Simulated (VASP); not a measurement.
# GaN (Cmc2_1) in VASP: single point with PBE

Aim: the single point of GaN with PBE.

Program: VASP 6.6.1. These are calculated values, not measurements. Logs are shortened: lines on timing, memory, paths and dates and some standing lists are left out, and cuts for length are marked.

**1. The cell of the first run**

The structure is orthorhombic, space group Cmc2_1 (No. 36). Conventional cell: a = 3.208 Å, b = 5.490 Å, c = 5.185 Å, α = 90.00°, β = 90.00°, γ = 90.00°. Within 2.6 Å of Ga (site symmetry m) lie 4 N at 1.95 Å. Within 2.6 Å of N (site symmetry m) lie 4 Ga at 1.95 Å.

**2. Single point, PBE**

The input, INCAR:

```
ALGO     = Normal         # electronic algorithm
EDIFF    = 1E-6           # SCF threshold, eV
ENCUT    = 520            # plane-wave cutoff, eV
GGA      = PE             # functional
ISIF     = 2              # what is computed and relaxed
ISMEAR   = 0              # smearing method
LASPH    = T              # aspherical terms in the spheres
LCHARG   = T              # write CHGCAR
LELF     = T              # ELF
LREAL    = F              # projectors in reciprocal space
LVHAR    = T            
LWAVE    = F              # write WAVECAR
NBANDS   = 26             # bands
NELM     = 100            # most SCF steps
PREC     = Accurate       # precision mode
SIGMA    = 0.05           # smearing width, eV
```

The input, KPOINTS:

```
k-points
0
Gamma
  8 8 5
```

The input, POSCAR:

```
GaN
1.0
    3.2081340000      0.0000000000      0.0000000000
   -1.6040670000      2.7451844800      0.0000000000
    0.0000000000      0.0000000000      5.1850000000
Ga N
2 2
Direct
    0.3329480288      0.6658960576      0.0000105619
    0.6670519712      0.3341039424      0.5000105619
    0.3321392453      0.6642784907      0.3769894381
    0.6678607547      0.3357215093      0.8769894381
```

Potentials or basis: VASP PAW PBE potentials, release 64 (Ga_d, N).

Run with:

```console
$ cat potpaw_PBE.64/Ga_d/POTCAR potpaw_PBE.64/N/POTCAR > POTCAR
$ mpirun -np 1 vasp_std > vasp.out
```

OUTCAR:

```text
EDIFF = 1E-6
   ENCUT = 520
   GGA = PE
   ISIF = 2
   ISMEAR = 0
   LASPH = T
   LREAL = F
   NELM = 100
   PREC = Accurate

 ion  position               nearest neighbor table
   1  0.333  0.666  0.000-   4 1.95   4 1.95   4 1.95   3 1.95
   2  0.667  0.334  0.500-   3 1.95   3 1.95   3 1.95   4 1.95
   3  0.332  0.664  0.377-   2 1.95   2 1.95   2 1.95   1 1.95
   4  0.668  0.336  0.877-   1 1.95   1 1.95   1 1.95   2 1.95

  Warning from LATTYP: Monoclinic adjustment (A1->A3, A2->A1, A3->A2)!
  LATTYP: Found a base centered orthorhombic cell.
 ALAT       =     3.2081340000
 B/A-ratio  =     1.7113901601
 C/A-ratio  =     1.6162043107

  Lattice vectors:

 A1 = (   1.6040670000,  -2.7451844800,   0.0000000000)
 A2 = (   1.6040670000,   2.7451844800,   0.0000000000)
 A3 = (   0.0000000000,   0.0000000000,   5.1850000000)

Analysis of symmetry for initial positions (statically):
=====================================================================
 Subroutine PRICEL returns:
 Original cell was already a primitive cell.

 Routine SETGRP: Setting up the symmetry group for a
 base centered orthorhombic supercell.

 Subroutine GETGRP returns: Found  4 space group operations
 (whereof  2 operations were pure point group operations)
 out of a pool of  8 trial point group operations.

The static configuration has the point symmetry C_1h.
 The point group associated with its full space group is C_2v.

Analysis of symmetry for dynamics (positions and initial velocities):
=====================================================================
 Subroutine PRICEL returns:
 Original cell was already a primitive cell.

 Routine SETGRP: Setting up the symmetry group for a
 base centered orthorhombic supercell.

 Subroutine GETGRP returns: Found  4 space group operations
 (whereof  2 operations were pure point group operations)
 out of a pool of  8 trial point group operations.

The dynamic configuration has the point symmetry C_1h.
 The point group associated with its full space group is C_2v.

 Subroutine INISYM returns: Found  4 space group operations
 (whereof  2 operations are pure point group operations),
 and found     1 'primitive' translations

----------------------------------------------------------------------------------------

                                     Primitive cell

  volume of cell :      45.6639

  direct lattice vectors                    reciprocal lattice vectors
     3.208134000  0.000000000  0.000000000     0.311707678  0.182137122  0.000000000
    -1.604067000  2.745184480  0.000000000     0.000000000  0.364274244  0.000000000
     0.000000000  0.000000000  5.185000000     0.000000000  0.000000000  0.192864031

  length of vectors
     3.208134000  3.179476179  5.185000000     0.361020232  0.364274244  0.192864031

  position of ions in fractional coordinates (direct lattice)
     0.332948029  0.665896058  0.000010562
     0.667051971  0.334103942  0.500010562
     0.332139245  0.664278491  0.376989438
     0.667860755  0.335721509  0.876989438

  ion indices of the primitive-cell ions
   primitive index   ion index
                 1           1
                 2           2
                 3           3
                 4           4

----------------------------------------------------------------------------------------

 KPOINTS: k-points

Automatic generation of k-mesh.
 Grid dimensions read from file:
 generate k-points for:    8    8    5

 Generating k-lattice:

  Cartesian coordinates                     Fractional coordinates (reciprocal lattice)
     0.038963460  0.022767140  0.000000000     0.125000000  0.000000000  0.000000000
     0.000000000  0.045534280  0.000000000     0.000000000  0.125000000  0.000000000
     0.000000000  0.000000000  0.038572806     0.000000000  0.000000000  0.200000000

  Length of vectors
     0.045127529  0.045534280  0.038572806

  Shift w.r.t. Gamma in fractional coordinates (k-lattice)
     0.000000000  0.000000000  0.000000000

 Subroutine IBZKPT returns following result:
 ===========================================

 Found     63 irreducible k-points:

 Following reciprocal coordinates:
            Coordinates               Weight
  0.000000  0.000000  0.000000      1.000000
  0.125000 -0.000000  0.000000      4.000000
  0.250000 -0.000000  0.000000      4.000000
  0.375000  0.000000  0.000000      4.000000
  0.500000 -0.000000  0.000000      2.000000
  0.000000  0.125000  0.000000      2.000000
[... 16 lines left out ...]
  0.125000 -0.000000  0.200000      8.000000
  0.250000 -0.000000  0.200000      8.000000
 [... further k-points ...]
   k-points           NKPTS =     63   k-points in BZ     NKDIM =     63   number of bands    NBANDS=     26
   number of dos      NEDOS =    301   number of ions     NIONS =      4
   total plane-waves  NPLWV =  23040
   dimension x,y,z NGX =    24 NGY =   24 NGZ =   40
   dimension x,y,z NGXF=    48 NGYF=   48 NGZF=   80
   ions per type =               2   2
   NGX,Y,Z   is equivalent  to a cutoff of  12.44, 12.55, 12.83 a.u.
   NGXF,Y,Z  is equivalent  to a cutoff of  24.87, 25.10, 25.65 a.u.
 SYSTEM =  unknown system
   PREC   = accura    normal or accurate (medium, high low for compatibility)
   ISTART =      0    job   : 0-new  1-cont  2-samecut
   ICHARG =      2    charge: 1-file 2-atom 10-const
   ISPIN  =      1    spin polarized calculation?
   LNONCOLLINEAR =      F non collinear calculations
   LSORBIT =      F    spin-orbit coupling
   LASPH  =      T    aspherical Exc in radial PAW
   ENCUT  =  520.0 eV  38.22 Ry    6.18 a.u.   5.97  5.91  9.64*2*pi/ulx,y,z
   NELM   =    100;   NELMIN=  2; NELMDL= -5     # of ELM steps
   EDIFF  = 0.1E-05   stopping-criterion for ELM
   LREAL  =      F    real-space projection
   EDIFFG = 0.1E-04   stopping-criterion for IOM
   NSW    =      0    number of steps for IOM
   IBRION =     -1    ionic relax: 0-MD 1-quasi-New 2-CG
   NFREE  =      0    steps in history (QN), initial steepest desc. (CG)
   ISIF   =      2    stress and relaxation
   ISYM   =      2    0-nonsym 1-usesym 2-fastsym
   POTIM  = 0.5000    time-step for ionic-motion
   TEBEG  =    0.0;   TEEND  =   0.0 temperature during run
   PSTRESS=    0.0 pullay stress
   NELECT =      36.0000    total number of electrons
   NUPDOWN=      -1.0000    fix difference up-down
   EMIN   =  10.00;   EMAX   =-10.00  energy-range for DOS
   EFERMI =   0.00;   METHOD = LEGACY
   ISMEAR =     0;   SIGMA  =   0.05  broadening in eV -4-tet -1-fermi 0-gaus
   EFERMI_NEDOS =   21; number of points for ismear=-14 and -15
   IALGO  =     38    algorithm
   IMIX   =      4    mixing-type and parameters
     AMIX     =   0.40;   BMIX     =  1.00
     AMIX_MAG =   1.60;   BMIX_MAG =  1.00
  volume/ion in A,a.u.               =      11.42        77.04
  Fermi-wavevector in a.u.,A,eV,Ry     =   1.512347  2.857921 31.119149  2.287193
  Thomas-Fermi vector in A             =   2.622283
   LORBIT       =      0    0 simple, 1 ext, 2 COOP (PROOUT), +10 PAW based schemes
   GGA     = PE    functional components
   LHFCALC =     F    Hartree Fock is set to
   AEXX    =    0.0000 exact exchange contribution
   IVDW    =     0    specifies the selected vdW correction
   LEPSILON=     F    determine dielectric tensor
   LRPA    =     F    only Hartree local field effects (RPA)
 non-spin polarized calculation
 Gauss-broadening in eV      SIGMA  =   0.05
  energy-cutoff  :      520.00
  volume of cell :       45.66
 maximum number of plane-waves:      1248
   NGX = 11   NGY = 11   NGZ = 19

 number of electron      35.9999985 magnetization

 Free energy of the ion-electron system (eV)
  ---------------------------------------------------
  ext. energy  EPLUGINS =         0.00000000
  ---------------------------------------------------
  free energy    TOTEN  =       -24.30113962 eV

  energy without entropy =      -24.30113962  energy(sigma->0) =      -24.30113962

 E-fermi :   5.6345     XC(G=0): -11.6722

 val. band max:        5.3555954136   @ k =   0.0000   0.0000   0.0000
 cond. band min:       7.2409215481   @ k =   0.0000   0.0000   0.0000
 fundamental gap:      1.8853261345
 Fermi energy:         5.6344796219

 k-point     1 :       0.0000    0.0000    0.0000
  band No.  band energies     occupation
      1     -10.6588      2.00000
      2      -9.7361      2.00000
      3      -8.1141      2.00000
      4      -8.1037      2.00000
      5      -8.0943      2.00000
      6      -8.0417      2.00000
[... 18 lines left out ...]
     25      16.9866      0.00000
     26      17.0656      0.00000

 k-point     2 :       0.1250   -0.0000    0.0000
  band No.  band energies     occupation
      1     -10.5098      2.00000
      2      -9.6986      2.00000
      3      -8.0984      2.00000
      4      -8.0760      2.00000
      5      -8.0517      2.00000
      6      -8.0199      2.00000
[... 18 lines left out ...]
     25      16.5682      0.00000
     26      17.3695      0.00000

 k-point     3 :       0.2500   -0.0000    0.0000
  band No.  band energies     occupation
      1     -10.1589      2.00000
      2      -9.6266      2.00000
      3      -8.0609      2.00000
      4      -8.0386      2.00000
      5      -7.9740      2.00000
      6      -7.9347      2.00000
[... 18 lines left out ...]
     25      16.7368      0.00000
     26      18.0530      0.00000

 k-point     4 :       0.3750    0.0000    0.0000
  band No.  band energies     occupation
      1      -9.8527      2.00000
      2      -9.5804      2.00000
      3      -8.0470      2.00000
      4      -8.0243      2.00000
      5      -7.9368      2.00000
      6      -7.8818      2.00000
[... 18 lines left out ...]
     25      17.1855      0.00000
     26      18.7866      0.00000

 k-point     5 :       0.5000   -0.0000    0.0000
  band No.  band energies     occupation
      1      -9.7485      2.00000
      2      -9.5690      2.00000
      3      -8.0501      2.00000
      4      -8.0238      2.00000
      5      -7.9278      2.00000
      6      -7.8857      2.00000
[... 18 lines left out ...]
     25      17.7363      0.00000
     26      18.6614      0.00000

 k-point     6 :       0.0000    0.1250    0.0000
  band No.  band energies     occupation
      1     -10.5073      2.00000
      2      -9.6978      2.00000
      3      -8.0959      2.00000
      4      -8.0817      2.00000
      5      -8.0473      2.00000
      6      -8.0142      2.00000
[... 427 lines left out ...]
 k-point    21 :       0.0000    0.5000    0.0000
  band No.  band energies     occupation
      1      -9.7447      2.00000
      2      -9.5677      2.00000
      3      -8.0489      2.00000
      4      -8.0284      2.00000
      5      -7.9294      2.00000
      6      -7.8878      2.00000
[... 18 lines left out ...]
     25      17.8132      0.00000
     26      18.6242      0.00000

 k-point    22 :       0.0000    0.0000    0.2000
  band No.  band energies     occupation
      1     -10.5434      2.00000
      2      -9.7827      2.00000
      3      -8.1014      2.00000
      4      -8.0922      2.00000
      5      -8.0806      2.00000
      6      -8.0510      2.00000
[... 18 lines left out ...]
     25      16.6310      0.00000
     26      16.7254      0.00000

 k-point    23 :       0.1250   -0.0000    0.2000
  band No.  band energies     occupation
      1     -10.4030      2.00000
      2      -9.7362      2.00000
      3      -8.0904      2.00000
      4      -8.0721      2.00000
      5      -8.0393      2.00000
      6      -8.0194      2.00000
[... 18 lines left out ...]
     25      16.3095      0.00000
     26      17.0518      0.00000

 k-point    24 :       0.2500   -0.0000    0.2000
  band No.  band energies     occupation
      1     -10.0785      2.00000
      2      -9.6456      2.00000
      3      -8.0608      2.00000
      4      -8.0296      2.00000
      5      -7.9925      2.00000
      6      -7.9453      2.00000
[... 18 lines left out ...]
     25      16.3634      0.00000
     26      17.8159      0.00000

 [... further k-points ...]
[... 5 lines left out ...]
  --------------------------------------------------------------------------------------
  -------------------------------------------------------------------------------------
  Total        1.1520068      1.8715903      1.6810218      0.0000000      0.0000000      0.0000000
  in kB       40.4196764     65.6672116     58.9808645      0.0000000      0.0000000      0.0000000
  external PRESSURE =      55.0225842 kB  Pullay stress =       0.0000000 kB

 VOLUME and BASIS-vectors are now :
 -----------------------------------------------------------------------------
  energy-cutoff  :      520.00
  volume of cell :       45.66
      direct lattice vectors                 reciprocal lattice vectors
     3.208134000  0.000000000  0.000000000     0.311707678  0.182137122  0.000000000
    -1.604067000  2.745184480  0.000000000     0.000000000  0.364274244  0.000000000
     0.000000000  0.000000000  5.185000000     0.000000000  0.000000000  0.192864031

 POSITION                                       TOTAL-FORCE (eV/Angst)
 -----------------------------------------------------------------------------------
     -0.00000      1.82801      0.00005         0.000000      0.001227      0.000339
      1.60407      0.91718      2.59255        -0.000000     -0.001227      0.000339
     -0.00000      1.82357      1.95469         0.000000     -0.000821     -0.000339
      1.60407      0.92162      4.54719        -0.000000      0.000821     -0.000339
 -----------------------------------------------------------------------------------
    total drift:                               -0.000001     -0.000001     -0.000279

  FREE ENERGIE OF THE ION-ELECTRON SYSTEM (eV)
  ---------------------------------------------------
  free  energy   TOTEN  =       -24.3011396155 eV

  energy  without entropy=      -24.3011396155  energy(sigma->0) =      -24.30113962
```

It took 56 s on 1 thread of Intel Xeon 8259CL, shared host; peak memory 0.2 GiB.

What came out:

* Free energy: -24.3011 eV
* Pressure: 5.5 GPa
* Band gap on the k mesh: 1.89 eV

Stress tensor (GPa, compression positive):
```
4.04 0.00 0.00
0.00 6.57 0.00
0.00 0.00 5.90
```

Caveat: the cell stands under pressure.
